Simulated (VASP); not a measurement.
# Sc (P6/mmm) in VASP: a series of runs

Runs on Sc. Level: PBE. Tasks: relaxation of cell and atoms.

Program: VASP 6.6.1. These are calculated values, not measurements. Logs are shortened: lines on timing, memory, paths and dates and some standing lists are left out, and cuts for length are marked.

### 1 The cell of the first run

The structure is hexagonal, space group P6/mmm (No. 191). Conventional cell: a = 4.236 Å, b = 4.236 Å, c = 2.456 Å, α = 90.00°, β = 90.00°, γ = 120.00°. Within 3.2 Å of Sc (site symmetry 6/mmm) lie 14 Sc at 2.46 to 2.74 Å. Within 3.2 Å of Sc (site symmetry -6m2) lie 11 Sc at 2.45 to 2.74 Å.

This isn't the form of Sc at room conditions, which is hcp.

### 2 Relaxation of cell and atoms, PBE, target pressure 89 GPa, at which the enthalpy is minimised

Contents of INCAR:

```
ALGO = Normal
EDIFF = 1E-6
EDIFFG = -0.005
ENCUT = 600
GGA = PE
IBRION = 2
ISIF = 3
ISMEAR = -1
LASPH = True
LCHARG = False
LREAL = False
LWAVE = False
NELM = 60
NSW = 32
PREC = Accurate
PSTRESS = 890.0
SIGMA = 0.1
```

Contents of KPOINTS:

```
k-points
0
Gamma
  9 9 12
```

Contents of POSCAR:

```
Sc
1.0
    4.2361439314      0.0000000000      0.0000000000
   -2.1180719657      3.6686082587      0.0000000000
    0.0000000000      0.0000000000      2.4556755081
Sc
3
Direct
    0.0000000000      0.0000000000      0.0000000000
    0.3333333333      0.6666666667      0.5000000000
    0.6666666667      0.3333333333      0.5000000000
```

Potentials or basis: VASP PAW PBE potentials, release 64 (Sc_sv).

Started as:

```bash
$ cat potpaw_PBE.64/Sc_sv/POTCAR > POTCAR
$ mpirun -np 1 vasp_std > vasp.out
```

OUTCAR:

```text
EDIFF = 1E-6
   EDIFFG = -0.005
   ENCUT = 600
   GGA = PE
   IBRION = 2
   ISIF = 3
   ISMEAR = -1
   LASPH = True
   LREAL = False
   NELM = 60
   NSW = 32
   PREC = Accurate
   PSTRESS = 890.0

 ion  position               nearest neighbor table
   1  0.000  0.000  0.000-   2 2.74   3 2.74   2 2.74   3 2.74   3 2.74   3 2.74   2 2.74   2 2.74
                             3 2.74   3 2.74   2 2.74   2 2.74
   2  0.333  0.667  0.500-   3 2.45   3 2.45   3 2.45   1 2.74   1 2.74   1 2.74   1 2.74   1 2.74
                             1 2.74
   3  0.667  0.333  0.500-   2 2.45   2 2.45   2 2.45   1 2.74   1 2.74   1 2.74   1 2.74   1 2.74
                             1 2.74

  LATTYP: Found a hexagonal cell.
 ALAT       =     4.2361439314
 C/A-ratio  =     0.5796959565

  Lattice vectors:

 A1 = (   4.2361439314,   0.0000000000,   0.0000000000)
 A2 = (  -2.1180719657,   3.6686082587,   0.0000000000)
 A3 = (   0.0000000000,   0.0000000000,   2.4556755081)

Analysis of symmetry for initial positions (statically):
=====================================================================
 Subroutine PRICEL returns:
 Original cell was already a primitive cell.

 Routine SETGRP: Setting up the symmetry group for a
 hexagonal supercell.

 Subroutine GETGRP returns: Found 24 space group operations
 (whereof 24 operations were pure point group operations)
 out of a pool of 24 trial point group operations.

The static configuration has the point symmetry D_6h.

Analysis of symmetry for dynamics (positions and initial velocities):
=====================================================================
 Subroutine PRICEL returns:
 Original cell was already a primitive cell.

 Routine SETGRP: Setting up the symmetry group for a
 hexagonal supercell.

 Subroutine GETGRP returns: Found 24 space group operations
 (whereof 24 operations were pure point group operations)
 out of a pool of 24 trial point group operations.

The dynamic configuration has the point symmetry D_6h.

 Subroutine INISYM returns: Found 24 space group operations
 (whereof 24 operations are pure point group operations),
 and found     1 'primitive' translations

----------------------------------------------------------------------------------------

                                     Primitive cell

  volume of cell :      38.1630

  direct lattice vectors                    reciprocal lattice vectors
     4.236143931  0.000000000  0.000000000     0.236063745  0.136291467  0.000000000
    -2.118071966  3.668608259  0.000000000     0.000000000  0.272582933  0.000000000
     0.000000000  0.000000000  2.455675508     0.000000000  0.000000000  0.407219927

  length of vectors
     4.236143931  4.236143931  2.455675508     0.272582933  0.272582933  0.407219927

  position of ions in fractional coordinates (direct lattice)
     0.000000000  0.000000000  0.000000000
     0.333333333  0.666666667  0.500000000
     0.666666667  0.333333333  0.500000000

  ion indices of the primitive-cell ions
   primitive index   ion index
                 1           1
                 2           2
                 3           3

----------------------------------------------------------------------------------------

 KPOINTS: k-points

Automatic generation of k-mesh.
 Grid dimensions read from file:
 generate k-points for:    9    9   12

 Generating k-lattice:

  Cartesian coordinates                     Fractional coordinates (reciprocal lattice)
     0.026229305  0.015143496  0.000000000     0.111111111  0.000000000  0.000000000
     0.000000000  0.030286993  0.000000000     0.000000000  0.111111111  0.000000000
     0.000000000  0.000000000  0.033934994     0.000000000  0.000000000  0.083333333

  Length of vectors
     0.030286993  0.030286993  0.033934994

  Shift w.r.t. Gamma in fractional coordinates (k-lattice)
     0.000000000  0.000000000  0.000000000

 Subroutine IBZKPT returns following result:
 ===========================================

 Found     84 irreducible k-points:

 Following reciprocal coordinates:
            Coordinates               Weight
  0.000000  0.000000  0.000000      1.000000
  0.111111 -0.000000  0.000000      6.000000
  0.222222  0.000000  0.000000      6.000000
  0.333333  0.000000  0.000000      6.000000
  0.444444  0.000000  0.000000      6.000000
  0.111111  0.111111  0.000000      6.000000
[... 16 lines left out ...]
  0.333333  0.222222  0.083333     24.000000
  0.333333  0.333333  0.083333      4.000000
 [... further k-points ...]
   k-points           NKPTS =     84   k-points in BZ     NKDIM =     84   number of bands    NBANDS=     20
   number of dos      NEDOS =    301   number of ions     NIONS =      3
   total plane-waves  NPLWV =  25920
   dimension x,y,z NGX =    36 NGY =   36 NGZ =   20
   dimension x,y,z NGXF=    72 NGYF=   72 NGZF=   40
   ions per type =               3
   NGX,Y,Z   is equivalent  to a cutoff of  14.13, 14.13, 13.54 a.u.
   NGXF,Y,Z  is equivalent  to a cutoff of  28.26, 28.26, 27.08 a.u.
 SYSTEM =  unknown system
   PREC   = accura    normal or accurate (medium, high low for compatibility)
   ISTART =      0    job   : 0-new  1-cont  2-samecut
   ICHARG =      2    charge: 1-file 2-atom 10-const
   ISPIN  =      1    spin polarized calculation?
   LNONCOLLINEAR =      F non collinear calculations
   LSORBIT =      F    spin-orbit coupling
   LASPH  =      T    aspherical Exc in radial PAW
   ENCUT  =  600.0 eV  44.10 Ry    6.64 a.u.   8.46  8.46  4.90*2*pi/ulx,y,z
   NELM   =     60;   NELMIN=  2; NELMDL= -5     # of ELM steps
   EDIFF  = 0.1E-05   stopping-criterion for ELM
   LREAL  =      F    real-space projection
   EDIFFG = -.5E-02   stopping-criterion for IOM
   NSW    =     32    number of steps for IOM
   IBRION =      2    ionic relax: 0-MD 1-quasi-New 2-CG
   NFREE  =      1    steps in history (QN), initial steepest desc. (CG)
   ISIF   =      3    stress and relaxation
   ISYM   =      2    0-nonsym 1-usesym 2-fastsym
   POTIM  = 0.5000    time-step for ionic-motion
   TEBEG  =    0.0;   TEEND  =   0.0 temperature during run
   PSTRESS=  890.0 pullay stress
   NELECT =      33.0000    total number of electrons
   NUPDOWN=      -1.0000    fix difference up-down
   EMIN   =  10.00;   EMAX   =-10.00  energy-range for DOS
   EFERMI =   0.00;   METHOD = LEGACY
   ISMEAR =    -1;   SIGMA  =   0.10  broadening in eV -4-tet -1-fermi 0-gaus
   EFERMI_NEDOS =   21; number of points for ismear=-14 and -15
   IALGO  =     38    algorithm
   IMIX   =      4    mixing-type and parameters
     AMIX     =   0.40;   BMIX     =  1.00
     AMIX_MAG =   1.60;   BMIX_MAG =  1.00
  volume/ion in A,a.u.               =      12.72        85.85
  Fermi-wavevector in a.u.,A,eV,Ry     =   1.559667  2.947343 33.096991  2.432560
  Thomas-Fermi vector in A             =   2.662992
   LORBIT       =      0    0 simple, 1 ext, 2 COOP (PROOUT), +10 PAW based schemes
   GGA     = PE    functional components
   LHFCALC =     F    Hartree Fock is set to
   AEXX    =    0.0000 exact exchange contribution
   IVDW    =     0    specifies the selected vdW correction
   LEPSILON=     F    determine dielectric tensor
   LRPA    =     F    only Hartree local field effects (RPA)
 conjugate gradient relaxation of ions
 non-spin polarized calculation
  energy-cutoff  :      600.00
  volume of cell :       38.16
 maximum number of plane-waves:      1296
 NGX is ok and might be reduce to    36
   NGX = 17   NGY = 17   NGZ =  9

--------------------------------------- Ionic step        1  -------------------------------------------

 number of electron      32.9999999 magnetization

 Free energy of the ion-electron system (eV)
  ---------------------------------------------------
  ext. energy  EPLUGINS =         0.00000000
  ---------------------------------------------------
  free energy    TOTEN  =       -12.12508035 eV

  energy without entropy =      -12.04090283  energy(sigma->0) =      -12.08299159

------------------------ aborting loop because EDIFF is reached ----------------------------------------

  FORCE on cell =-STRESS in cart. coord.  units (eV):
  Direction    XX          YY          ZZ          XY          YZ          ZX
  --------------------------------------------------------------------------------------
  -------------------------------------------------------------------------------------
  Total       21.4612696     21.4612696     21.5201688      0.0000000     -0.0000000      0.0000000
  in kB      900.9962144    900.9962144    903.4689454      0.0000000     -0.0000000      0.0000000
  external PRESSURE =      11.8204581 kB  Pullay stress =     890.0000000 kB

 VOLUME and BASIS-vectors are now :
 -----------------------------------------------------------------------------
  energy-cutoff  :      600.00
  volume of cell :       38.16
      direct lattice vectors                 reciprocal lattice vectors
     4.236143931  0.000000000  0.000000000     0.236063745  0.136291467  0.000000000
    -2.118071966  3.668608259  0.000000000     0.000000000  0.272582933  0.000000000
     0.000000000  0.000000000  2.455675508     0.000000000  0.000000000  0.407219927
[... 204 lines left out ...]
  FREE ENERGIE OF THE ION-ELECTRON SYSTEM (eV)
  ---------------------------------------------------
  free  energy   TOTEN  =       -12.2277417155 eV

  energy  without entropy=      -12.1428177360  energy(sigma->0) =      -12.18527973

  enthalpy is  TOTEN    =         9.0734947007 eV   P V=       21.3012364161

--------------------------------------- Ionic step        7  -------------------------------------------

 number of electron      33.0000000 magnetization

 Free energy of the ion-electron system (eV)
  ---------------------------------------------------
  ext. energy  EPLUGINS =         0.00000000
  ---------------------------------------------------
  free energy    TOTEN  =       -12.22863845 eV

  energy without entropy =      -12.14358061  energy(sigma->0) =      -12.18610953

 E-fermi :   8.4977     XC(G=0): -12.8947

 val. band max:        8.4949178467   @ k =   0.1111  -0.0000   0.0000
 cond. band min:       8.5022640627   @ k =   0.2222   0.0000   0.0000
 fundamental gap:      0.0073462160
 Fermi energy:         8.4977026575

 k-point     1 :       0.0000    0.0000    0.0000
  band No.  band energies     occupation
      1     -40.0941      2.00000
      2     -39.2240      2.00000
      3     -39.2112      2.00000
      4     -19.2373      2.00000
      5     -19.2373      2.00000
      6     -18.7582      2.00000
[... 12 lines left out ...]
     19       9.3574      0.00037
     20      10.1186      0.00000
[... 507 lines left out ...]
 k-point    24 :       0.3333    0.3333    0.0833
  band No.  band energies     occupation
      1     -39.5539      2.00000
      2     -39.5539      2.00000
      3     -39.3716      2.00000
      4     -19.4618      2.00000
      5     -19.0128      2.00000
      6     -19.0128      2.00000
[... 12 lines left out ...]
     19       9.8076      0.00000
     20      10.4275      0.00000

 [... further k-points ...]

------------------------ aborting loop because EDIFF is reached ----------------------------------------

  FORCE on cell =-STRESS in cart. coord.  units (eV):
  Direction    XX          YY          ZZ          XY          YZ          ZX
  --------------------------------------------------------------------------------------
  -------------------------------------------------------------------------------------
  Total       21.3136894     21.3136894     21.3099186     -0.0000000      0.0000000     -0.0000000
  in kB      890.4832202    890.4832203    890.3256770     -0.0000000      0.0000000     -0.0000000
  external PRESSURE =       0.4307058 kB  Pullay stress =     890.0000000 kB

 VOLUME and BASIS-vectors are now :
 -----------------------------------------------------------------------------
  energy-cutoff  :      600.00
  volume of cell :       38.35
      direct lattice vectors                 reciprocal lattice vectors
     4.239402199  0.000000000 -0.000000000     0.235882314  0.136186717  0.000000000
    -2.119701100  3.671430001 -0.000000000     0.000000000  0.272373435  0.000000000
     0.000000000 -0.000000000  2.463789506     0.000000000  0.000000000  0.405878829

 POSITION                                       TOTAL-FORCE (eV/Angst)
 -----------------------------------------------------------------------------------
     -2.11970      3.67143     -0.00000         0.000000     -0.000000     -0.000000
     -0.00000      2.44762      1.23189        -0.000000     -0.000000     -0.000000
      2.11970      1.22381      1.23189         0.000000      0.000000      0.000000
 -----------------------------------------------------------------------------------
    total drift:                                0.000000      0.000000     -0.000000

  FREE ENERGIE OF THE ION-ELECTRON SYSTEM (eV)
  ---------------------------------------------------
  free  energy   TOTEN  =       -12.2286384548 eV

  energy  without entropy=      -12.1435806093  energy(sigma->0) =      -12.18610953

  enthalpy is  TOTEN    =         9.0734850640 eV   P V=       21.3021235188

 reached required accuracy - stopping structural energy minimisation
```

Run time: 1.9 min. Hardware: 1 thread of Intel Xeon 6975P-C (Granite Rapids), shared host; peak memory 0.21 GiB.

Results:

| Quantity | Value |
| --- | --- |
| Free energy | -12.2286 eV |
| Relaxed volume | 12.78 Å³/atom |
| Relaxed cell | a = 4.239 Å, b = 4.239 Å, c = 2.464 Å, α = 90.00°, β = 90.00°, γ = 120.00° |
| Space group after relaxing (to 0.1 Å) | P6/mmm (No. 191) |
| Energy change on relaxing (the run minimises the enthalpy) | -34.5 meV/atom |
| Ionic steps | 7 |
| Pressure after relaxing | 89.0 GPa |
| Band gap on the k mesh | zero (an odd number of electrons rules out a gap without spin polarisation) |

The path:
| step | energy change (eV) | largest force (eV/Å) | pressure (GPa) | volume (Å³) |
| --- | --- | --- | --- | --- |
| 1 | 0.0000 | 0.0000 | 90.18 | 38.16 |
| 2 | -0.2877 | 0.0000 | 86.80 | 38.68 |
| 3 | -0.1060 | 0.0000 | 88.97 | 38.35 |
| 4 | -0.1039 | 0.0000 | 88.98 | 38.35 |
| 5 | -0.1018 | 0.0000 | 89.01 | 38.35 |
| 6 | -0.1027 | 0.0000 | 89.03 | 38.35 |
| 7 | -0.1036 | 0.0000 | 89.04 | 38.35 |

Final structure:
```
Sc
1.0
     4.23940    0.00000    0.00000
    -2.11970    3.67143    0.00000
     0.00000    0.00000    2.46379
Sc
3
Direct
  0.00000 0.00000 0.00000
  0.33333 0.66667 0.50000
  0.66667 0.33333 0.50000
```

Caveat: the cell is relaxed towards a set pressure, so the run minimises the enthalpy, not the energy.

(Part 1 of 2 ends here.)
